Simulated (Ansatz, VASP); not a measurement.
# ZnS in VASP and in Ansatz

Contents of INCAR:

```
SYSTEM = ZnS
PREC     = Accurate       ! precision mode
ENCUT    = 520            ! plane-wave cutoff, eV
EDIFF    = 1E-6           ! SCF threshold, eV
ISMEAR   = -1             ! smearing method
SIGMA    = 0.05           ! smearing width, eV
LREAL    = .False.        ! projectors in reciprocal space
LASPH    = .True.         ! aspherical terms in the spheres
NELM     = 100            ! most SCF steps
ALGO     = Normal         ! electronic algorithm
ISIF     = 2              ! what is computed and relaxed
LWAVE    = .False.        ! write WAVECAR
LCHARG   = .False.        ! write CHGCAR
GGA      = B5             ! functional
ALDAX    = 1.0          
AGGAX    = 1.0          
AGGAC    = 1.0          
ALDAC    = 0.0          
NBANDS   = 26             ! bands
```

Contents of KPOINTS:

```
regular mesh
0
Gamma
  5 5 3
  0 0 0
```

POSCAR

```
ZnS
1.0
    3.8110000000      0.0000000000      0.0000000000
   -1.9055000000      3.3004228138      0.0000000000
    0.0000000000      0.0000000000      6.2340000000
Zn S
2 2
Direct
    0.6666666667      0.3333333333      0.5000000000
    0.3333333333      0.6666666667      0.0000000000
    0.6666666667      0.3333333333      0.8850000000
    0.3333333333      0.6666666667      0.3850000000
```

The input input.yaml:

```yaml
crystal:
  lattice:
    - [3.811, 0.0, 0.0]
    - [-1.9055, 3.3004228138, 0.0]
    - [0.0, 0.0, 6.234]
  atoms:
    - { symbol: Zn, position: [0.6666666667, 0.3333333333, 0.5] }
    - { symbol: Zn, position: [0.3333333333, 0.6666666667, 0.0] }
    - { symbol: S, position: [0.6666666667, 0.3333333333, 0.885] }
    - { symbol: S, position: [0.3333333333, 0.6666666667, 0.385] }
hamiltonian:
  xc: blyp
  pseudopotentials: { kind: paw }
kpoints:
  mp_grid: { grid: [5, 5, 3] }
  band_path:
    path:
      - [[0.0, 0.0, 0.0], [0.5, 0.0, 0.0], [0.3333333333, 0.3333333333, 0.0], [0.0, 0.0, 0.0], [0.0, 0.0, 0.5], [0.5, 0.0, 0.5], [0.3333333333, 0.3333333333, 0.5], [0.0, 0.0, 0.5]]
      - [[0.5, 0.0, 0.5], [0.5, 0.0, 0.0]]
      - [[0.3333333333, 0.3333333333, 0.0], [0.3333333333, 0.3333333333, 0.5]]
    npoints: 14
scf:
  occupations: { method: fermi_dirac, width: 0.05 }
  n_extra_bands: 10
output:
  forces: true
  stress: true
  eigenvalues: true
  fatbands: false
```

Alike in both runs: functional BLYP; k mesh 5 × 5 × 3; occupations fermi-dirac, width 0.05 eV; no spin polarisation.

|  | VASP | Ansatz |
| --- | --- | --- |
| version | VASP 6.6.1 | Ansatz 0.2.0 |
| potentials or method | VASP PAW PBE potentials, release 64 (Zn, S) | Ansatz PAW |
| plane-wave cutoff (eV) | 520 | 420 |
| valence electrons in the cell | 36 | 36 |
| task | single point | band structure |

```tsv
	VASP	Ansatz	Ansatz less VASP
gap on the k mesh at the Fermi level (eV)	2.26	2.22	-0.033
least direct gap on the mesh (eV)	2.26	2.22	-0.033
pressure (GPa)	6.4	6.3	-0.14
traceless stress, the component that is largest in VASP (GPa)	-1.42	-1.39	+0.022
rms of the force components (eV/Å)	0.200	0.198	-0.0023
```

VASP's potentials were made for PBE, not for BLYP. Atom by atom the forces differ by 0.002 eV/Å (rms over components). The functional is the same, so the differences come from potentials, cutoffs and numerics.
